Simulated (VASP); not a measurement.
# ZnCu (Pm-3m) in VASP: further runs, part 2 of 3

VASP 6.6.1. Earlier steps stand in the parts before.

## Step 3: Single point, r2SCAN

This run uses another cell than the first one, of 12.26 Å³/atom, 1.021 times its volume.

File POSCAR:

```
ZnCu
1.0
    2.9051978236      0.0000000000      0.0000000000
    0.0000000000      2.9051978236      0.0000000000
    0.0000000000      0.0000000000      2.9051978236
Zn Cu
1 1
Direct
    0.5000000000      0.5000000000      0.5000000000
    0.0000000000      0.0000000000      0.0000000000
```

File INCAR.step1:

```
SYSTEM = ZnCu
PREC = Accurate
ENCUT = 660
ISMEAR = -1
SIGMA = 0.05
LREAL = .False.
LASPH = .True.
NELM = 120
NBANDS = 18
GGA = PE
ALGO = Normal
EDIFF = 1E-5
LWAVE = .True.
LCHARG = .False.
GGA_COMPAT = .False.
```

File INCAR.step2:

```
SYSTEM = ZnCu
PREC = Accurate
ENCUT = 660
EDIFF = 1E-6
ISMEAR = -1
SIGMA = 0.05
LREAL = .False.
LASPH = .True.
NELM = 120
ALGO = Normal
ISIF = 2
LWAVE = .False.
LCHARG = .False.
METAGGA = R2SCAN
LMIXTAU = .True.
NBANDS = 18
ISTART = 1
GGA_COMPAT = .False.
```

File KPOINTS:

```
regular mesh
0
Gamma
  9 9 9
  0 0 0
```

Potentials or basis: VASP PAW PBE potentials, release 64 (Zn, Cu).

Launch:

```console
$ cat potpaw_PBE.64/Zn/POTCAR potpaw_PBE.64/Cu/POTCAR > POTCAR
$ cp INCAR.step1 INCAR
$ mpirun -np 1 vasp_std > vasp.out
$ cp INCAR.step2 INCAR
$ mpirun -np 1 vasp_std > vasp.out
```

OUTCAR:

```text
SYSTEM = ZnCu
   PREC = Accurate
   ENCUT = 660
   EDIFF = 1E-6
   ISMEAR = -1
   LREAL = .False.
   LASPH = .True.
   NELM = 120
   ISIF = 2
   METAGGA = R2SCAN
   ISTART = 1

 ion  position               nearest neighbor table
   1  0.500  0.500  0.500-   2 2.52   2 2.52   2 2.52   2 2.52   2 2.52   2 2.52   2 2.52   2 2.52

   2  0.000  0.000  0.000-   1 2.52   1 2.52   1 2.52   1 2.52   1 2.52   1 2.52   1 2.52   1 2.52

  LATTYP: Found a simple cubic cell.
 ALAT       =     2.9051978236

  Lattice vectors:

 A1 = (   2.9051978236,   0.0000000000,   0.0000000000)
 A2 = (   0.0000000000,   2.9051978236,   0.0000000000)
 A3 = (   0.0000000000,   0.0000000000,   2.9051978236)

Analysis of symmetry for initial positions (statically):
=====================================================================
 Subroutine PRICEL returns:
 Original cell was already a primitive cell.

 Routine SETGRP: Setting up the symmetry group for a
 simple cubic supercell.

 Subroutine GETGRP returns: Found 48 space group operations
 (whereof 48 operations were pure point group operations)
 out of a pool of 48 trial point group operations.

The static configuration has the point symmetry O_h .

Analysis of symmetry for dynamics (positions and initial velocities):
=====================================================================
 Subroutine PRICEL returns:
 Original cell was already a primitive cell.

 Routine SETGRP: Setting up the symmetry group for a
 simple cubic supercell.

 Subroutine GETGRP returns: Found 48 space group operations
 (whereof 48 operations were pure point group operations)
 out of a pool of 48 trial point group operations.

The dynamic configuration has the point symmetry O_h .

 Subroutine INISYM returns: Found 48 space group operations
 (whereof 48 operations are pure point group operations),
 and found     1 'primitive' translations

----------------------------------------------------------------------------------------

                                     Primitive cell

  volume of cell :      24.5204

  direct lattice vectors                    reciprocal lattice vectors
     2.905197824  0.000000000  0.000000000     0.344210639  0.000000000  0.000000000
     0.000000000  2.905197824  0.000000000     0.000000000  0.344210639  0.000000000
     0.000000000  0.000000000  2.905197824     0.000000000  0.000000000  0.344210639

  length of vectors
     2.905197824  2.905197824  2.905197824     0.344210639  0.344210639  0.344210639

  position of ions in fractional coordinates (direct lattice)
     0.500000000  0.500000000  0.500000000
     0.000000000  0.000000000  0.000000000

  ion indices of the primitive-cell ions
   primitive index   ion index
                 1           1
                 2           2

----------------------------------------------------------------------------------------

 KPOINTS: regular mesh

Automatic generation of k-mesh.
 Grid dimensions read from file:
 generate k-points for:    9    9    9

 Generating k-lattice:

  Cartesian coordinates                     Fractional coordinates (reciprocal lattice)
     0.038245627  0.000000000  0.000000000     0.111111111  0.000000000  0.000000000
     0.000000000  0.038245627  0.000000000     0.000000000  0.111111111  0.000000000
     0.000000000  0.000000000  0.038245627     0.000000000  0.000000000  0.111111111

  Length of vectors
     0.038245627  0.038245627  0.038245627

  Shift w.r.t. Gamma in fractional coordinates (k-lattice)
     0.000000000  0.000000000  0.000000000

 Subroutine IBZKPT returns following result:
 ===========================================

 Found     35 irreducible k-points:

 Following reciprocal coordinates:
            Coordinates               Weight
  0.000000  0.000000  0.000000      1.000000
  0.111111  0.000000  0.000000      6.000000
  0.222222  0.000000  0.000000      6.000000
  0.333333  0.000000  0.000000      6.000000
  0.444444  0.000000  0.000000      6.000000
  0.111111  0.111111  0.000000     12.000000
[... 16 lines left out ...]
  0.333333  0.333333  0.111111     24.000000
  0.444444  0.333333  0.111111     48.000000
 [... further k-points ...]
   k-points           NKPTS =     35   k-points in BZ     NKDIM =     35   number of bands    NBANDS=     18
   number of dos      NEDOS =    301   number of ions     NIONS =      2
   total plane-waves  NPLWV =  13824
   dimension x,y,z NGX =    24 NGY =   24 NGZ =   24
   dimension x,y,z NGXF=    48 NGYF=   48 NGZF=   48
   ions per type =               1   1
   NGX,Y,Z   is equivalent  to a cutoff of  13.73, 13.73, 13.73 a.u.
   NGXF,Y,Z  is equivalent  to a cutoff of  27.47, 27.47, 27.47 a.u.
 SYSTEM =  ZnCu
   PREC   = accura    normal or accurate (medium, high low for compatibility)
   ISTART =      1    job   : 0-new  1-cont  2-samecut
   ICHARG =      0    charge: 1-file 2-atom 10-const
   ISPIN  =      1    spin polarized calculation?
   LNONCOLLINEAR =      F non collinear calculations
   LSORBIT =      F    spin-orbit coupling
   LASPH  =      T    aspherical Exc in radial PAW
   ENCUT  =  660.0 eV  48.51 Ry    6.96 a.u.   6.09  6.09  6.09*2*pi/ulx,y,z
   NELM   =    120;   NELMIN=  2; NELMDL=  0     # of ELM steps
   EDIFF  = 0.1E-05   stopping-criterion for ELM
   LREAL  =      F    real-space projection
   EDIFFG = 0.1E-04   stopping-criterion for IOM
   NSW    =      0    number of steps for IOM
   IBRION =     -1    ionic relax: 0-MD 1-quasi-New 2-CG
   NFREE  =      0    steps in history (QN), initial steepest desc. (CG)
   ISIF   =      2    stress and relaxation
   ISYM   =      2    0-nonsym 1-usesym 2-fastsym
   POTIM  = 0.5000    time-step for ionic-motion
   TEBEG  =    0.0;   TEEND  =   0.0 temperature during run
   PSTRESS=    0.0 pullay stress
   NELECT =      23.0000    total number of electrons
   NUPDOWN=      -1.0000    fix difference up-down
   EMIN   =  10.00;   EMAX   =-10.00  energy-range for DOS
   EFERMI =   0.00;   METHOD = LEGACY
   ISMEAR =    -1;   SIGMA  =   0.05  broadening in eV -4-tet -1-fermi 0-gaus
   EFERMI_NEDOS =   21; number of points for ismear=-14 and -15
   IALGO  =     38    algorithm
   IMIX   =      4    mixing-type and parameters
     AMIX     =   0.40;   BMIX     =  1.00
     AMIX_MAG =   1.60;   BMIX_MAG =  1.00
  volume/ion in A,a.u.               =      12.26        82.74
  Fermi-wavevector in a.u.,A,eV,Ry     =   1.602538  3.028358 34.941513  2.568129
  Thomas-Fermi vector in A             =   2.699343
   LORBIT       =      0    0 simple, 1 ext, 2 COOP (PROOUT), +10 PAW based schemes
   METAGGA = R2SCAN    functional components
   LHFCALC =     F    Hartree Fock is set to
   AEXX    =    0.0000 exact exchange contribution
   IVDW    =     0    specifies the selected vdW correction
   LEPSILON=     F    determine dielectric tensor
   LRPA    =     F    only Hartree local field effects (RPA)
 non-spin polarized calculation
  energy-cutoff  :      660.00
  volume of cell :       24.52
 maximum number of plane-waves:       956
   NGX = 13   NGY = 13   NGZ = 13

 number of electron      22.9999983 magnetization

 Free energy of the ion-electron system (eV)
  ---------------------------------------------------
  ext. energy  EPLUGINS =         0.00000000
  ---------------------------------------------------
  free energy    TOTEN  =       -19.92197649 eV

  energy without entropy =      -19.91789283  energy(sigma->0) =      -19.91993466

 E-fermi :   5.8193     XC(G=0): -13.7928

 val. band max:        5.7276795541   @ k =   0.3333   0.2222   0.0000
 cond. band min:       5.9022213211   @ k =   0.4444   0.4444   0.2222
 fundamental gap:      0.1745417670
 Fermi energy:         5.8193330262

 k-point     1 :       0.0000    0.0000    0.0000
  band No.  band energies     occupation
      1      -5.3289      2.00000
      2      -2.5488      2.00000
      3      -2.5488      2.00000
      4      -1.7465      2.00000
      5      -1.7465      2.00000
      6      -1.7465      2.00000
[... 10 lines left out ...]
     17      19.6185      0.00000
     18      30.6246      0.00000

 k-point     2 :       0.1111    0.0000    0.0000
  band No.  band energies     occupation
      1      -5.0895      2.00000
      2      -2.5188      2.00000
      3      -2.4964      2.00000
      4      -1.7678      2.00000
      5      -1.7678      2.00000
      6      -1.7357      2.00000
[... 10 lines left out ...]
     17      21.0684      0.00000
     18      28.4885      0.00000
[... 442 lines left out ...]
 k-point    24 :       0.4444    0.3333    0.1111
  band No.  band energies     occupation
      1      -2.5901      2.00000
      2      -2.3044      2.00000
      3      -2.0599      2.00000
      4      -1.9958      2.00000
      5      -1.6707      2.00000
      6       0.3652      2.00000
[... 10 lines left out ...]
     17      22.2711      0.00000
     18      23.4958      0.00000

 [... further k-points ...]
[... 5 lines left out ...]
  --------------------------------------------------------------------------------------
  -------------------------------------------------------------------------------------
  Total        0.3971010      0.3971010      0.3971010      0.0000000      0.0000000      0.0000000
  in kB       25.9468350     25.9468350     25.9468350      0.0000000      0.0000000      0.0000000
  external PRESSURE =      25.9468350 kB  Pullay stress =       0.0000000 kB

 VOLUME and BASIS-vectors are now :
 -----------------------------------------------------------------------------
  energy-cutoff  :      660.00
  volume of cell :       24.52
      direct lattice vectors                 reciprocal lattice vectors
     2.905197824  0.000000000  0.000000000     0.344210639  0.000000000  0.000000000
     0.000000000  2.905197824  0.000000000     0.000000000  0.344210639  0.000000000
     0.000000000  0.000000000  2.905197824     0.000000000  0.000000000  0.344210639

 POSITION                                       TOTAL-FORCE (eV/Angst)
 -----------------------------------------------------------------------------------
      1.45260      1.45260      1.45260         0.000000      0.000000      0.000000
      0.00000      0.00000      0.00000         0.000000      0.000000      0.000000
 -----------------------------------------------------------------------------------
    total drift:                                0.000000      0.000000     -0.000000

  FREE ENERGIE OF THE ION-ELECTRON SYSTEM (eV)
  ---------------------------------------------------
  free  energy   TOTEN  =       -19.9219764911 eV

  energy  without entropy=      -19.9178928270  energy(sigma->0) =      -19.91993466
```

It took 21 s on 1 thread of Intel Xeon 6975P-C (Granite Rapids), shared host; peak memory 0.15 GiB.

Results:

* Free energy: -19.9220 eV
* Pressure: 2.6 GPa

Caveat: the PAW data sets were made with another functional, which shifts forces and pressure a little.

## Step 4: Single point, r2SCAN

This run uses another cell than the first one, of 12.52 Å³/atom, 1.043 times its volume.

File POSCAR:

```
ZnCu
1.0
    2.9252343038      0.0000000000      0.0000000000
    0.0000000000      2.9252343038      0.0000000000
    0.0000000000      0.0000000000      2.9252343038
Zn Cu
1 1
Direct
    0.5000000000      0.5000000000      0.5000000000
    0.0000000000      0.0000000000      0.0000000000
```

File INCAR.step1:

```
PREC = Accurate
ENCUT = 660
ISMEAR = -1
SIGMA = 0.05
LREAL = F
LASPH = T
NELM = 120
NBANDS = 18
GGA = PE
ALGO = Normal
EDIFF = 1E-5
LWAVE = T
LCHARG = F
GGA_COMPAT = F
```

File INCAR.step2:

```
PREC = Accurate
ENCUT = 660
EDIFF = 1E-6
ISMEAR = -1
SIGMA = 0.05
LREAL = F
LASPH = T
NELM = 120
ALGO = Normal
ISIF = 2
LWAVE = F
LCHARG = F
METAGGA = R2SCAN
LMIXTAU = T
NBANDS = 18
ISTART = 1
GGA_COMPAT = F
```

File KPOINTS:

```
Automatic mesh
0
Gamma
  9 9 9
```

Launch:

```console
$ cat potpaw_PBE.64/Zn/POTCAR potpaw_PBE.64/Cu/POTCAR > POTCAR
$ cp INCAR.step1 INCAR
$ mpirun -np 1 vasp_std > vasp.out
$ cp INCAR.step2 INCAR
$ mpirun -np 1 vasp_std > vasp.out
```

Wall time 43 s (1 thread of Intel Xeon 6975P-C (Granite Rapids), shared host); peak memory 0.17 GiB.

The run converged. Its results:

```yaml
Free_energy: -19.9276 eV
Pressure: -0.1 GPa
```

Levels at points of the mesh, in eV from the Fermi level:
```tsv
k point	band 7	band 8	band 9	band 10	band 11	band 12	band 13	band 14	band 15	band 16
(0.00, 0.00, 0.00)	-3.85	-3.85	-2.93	-2.93	-2.93	6.64	6.64	6.64	11.58	11.58
```

Caveat: the PAW data sets were made with another functional, which shifts forces and pressure a little.

## Step 5: Single point, r2SCAN

This run uses another cell than the first one, of 12.77 Å³/atom, 1.064 times its volume.

File POSCAR:

```
ZnCu
1.0
    2.9450000000      0.0000000000      0.0000000000
    0.0000000000      2.9450000000      0.0000000000
    0.0000000000      0.0000000000      2.9450000000
Zn Cu
1 1
Direct
    0.5000000000      0.5000000000      0.5000000000
    0.0000000000      0.0000000000      0.0000000000
```

File INCAR.step1:

```
SYSTEM = ZnCu
ALGO     = Normal         ! electronic algorithm
EDIFF    = 1E-5           ! SCF threshold, eV
ENCUT    = 660            ! plane-wave cutoff, eV
GGA      = PE             ! functional
GGA_COMPAT= .FALSE.      
ISMEAR   = -1             ! smearing method
LASPH    = .TRUE.         ! aspherical terms in the spheres
LCHARG   = .FALSE.        ! write CHGCAR
LREAL    = .FALSE.        ! projectors in reciprocal space
LWAVE    = .TRUE.         ! write WAVECAR
NBANDS   = 18             ! bands
NELM     = 120            ! most SCF steps
PREC     = Accurate       ! precision mode
SIGMA    = 0.05           ! smearing width, eV
```

File INCAR.step2:

```
SYSTEM = ZnCu
ALGO     = Normal         ! electronic algorithm
EDIFF    = 1E-6           ! SCF threshold, eV
ENCUT    = 660            ! plane-wave cutoff, eV
GGA_COMPAT= .FALSE.      
ISIF     = 2              ! what is computed and relaxed
ISMEAR   = -1             ! smearing method
ISTART   = 1            
LASPH    = .TRUE.         ! aspherical terms in the spheres
LCHARG   = .FALSE.        ! write CHGCAR
LMIXTAU  = .TRUE.       
LREAL    = .FALSE.        ! projectors in reciprocal space
LWAVE    = .FALSE.        ! write WAVECAR
METAGGA  = R2SCAN         ! meta-GGA
NBANDS   = 18             ! bands
NELM     = 120            ! most SCF steps
PREC     = Accurate       ! precision mode
SIGMA    = 0.05           ! smearing width, eV
```

File KPOINTS:

```
k-points
0
G
  9 9 9
  0 0 0
```

Launch:

```console
$ cat potpaw_PBE.64/Zn/POTCAR potpaw_PBE.64/Cu/POTCAR > POTCAR
$ cp INCAR.step1 INCAR
$ mpirun -np 1 vasp_std > vasp.out
$ cp INCAR.step2 INCAR
$ mpirun -np 1 vasp_std > vasp.out
```

It took 49 s on 1 thread of Intel Xeon 6975P-C (Granite Rapids), shared host; peak memory 0.17 GiB.

Results (log left out):

| Item | Value |
| --- | --- |
| Free energy | -19.9233 eV |
| Pressure | -2.7 GPa |

Levels at points of the mesh, in eV from the Fermi level:
```csv
k point,band 7,band 8,band 9,band 10,band 11,band 12,band 13,band 14,band 15,band 16
"(0.00, 0.00, 0.00)",-3.79,-3.79,-2.90,-2.90,-2.90,6.56,6.56,6.56,11.45,11.45
```

Caveat: the PAW data sets were made with another functional, which shifts forces and pressure a little.

(Part 2 of 3 ends here.)
